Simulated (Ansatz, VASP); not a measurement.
# GaAs: VASP beside Ansatz

Contents of INCAR:

```
ALGO = Normal ; EDIFF = 1E-7
ENCUT = 520 ; ISIF = 2
ISMEAR = -1 ; LASPH = T
LCHARG = F ; LREAL = F
LWAVE = F ; NBANDS = 16
NELM = 60 ; PREC = Accurate
SIGMA = 0.05
```

KPOINTS

```
k-points
0
Gamma
  11 11 11
```

Contents of POSCAR:

```
GaAs
1.0
    0.0000000000      2.8268500000      2.8551185000
    2.8268500000      0.0000000000      2.8551185000
    2.8268500000      2.8268500000      0.0000000000
Ga As
1 1
Direct
    0.0000000000      0.0000000000      0.0000000000
    0.7500000000      0.7500000000      0.7500000000
```

Input for Ansatz:

```yaml
crystal:
  lattice:
    - [0.0, 2.82685, 2.8551185]
    - [2.82685, 0.0, 2.8551185]
    - [2.82685, 2.82685, 0.0]
  atoms:
    - { symbol: Ga, position: [0.0, 0.0, 0.0] }
    - { symbol: As, position: [0.75, 0.75, 0.75] }
kpoints:
  mp_grid: { grid: [11, 11, 11] }
  band_path:
    path:
      - [0.0, 0.0, 0.0]
      - [0.5, 0.0, 0.5]
      - [0.75, 0.25, 0.5]
      - [0.5, 0.5, 0.5]
      - [0.0, 0.0, 0.0]
      - [0.5, 0.5, 0.0]
      - [0.6274629938, 0.6274629938, 0.2549259876]
      - [0.3725370062, 0.3725370062, 0.7450740124]
      - [0.0, 0.0, 0.0]
    npoints: 5
scf:
  occupations: { method: fermi_dirac, width: 0.05 }
hamiltonian:
  xc: lda
  pseudopotentials: { kind: all_electron, lapw: { basis_error: 0.0005 } }
output:
  forces: true
  stress: true
  eigenvalues: true
```

Change from the starting cell: zz strain of +1 %.

Alike in both runs: task single point; functional LDA; k mesh 11 × 11 × 11; occupations fermi-dirac, width 0.05 eV; no spin polarisation.

|  | VASP | Ansatz |
| --- | --- | --- |
| version | VASP 6.6.1 | Ansatz 0.2.0 |
| potentials or method | VASP PAW LDA potentials, release 64 (Ga_d, As), cutoff 520 eV | all-electron LAPW, scalar-relativistic |

Ansatz gave:

```
pressure (GPa)                                                : -2.5
traceless stress, the component that is largest in VASP (GPa) : -0.42
```

**Question.** Which values does VASP return?

**Answer.** Pressure (GPa): -2.2; traceless stress, the component that is largest in VASP (GPa): -0.42.

LDA's correlation is that of Perdew and Zunger in VASP and of Perdew and Wang (1992) in Ansatz. Ansatz ran all-electron here, and VASP with PAW potentials.
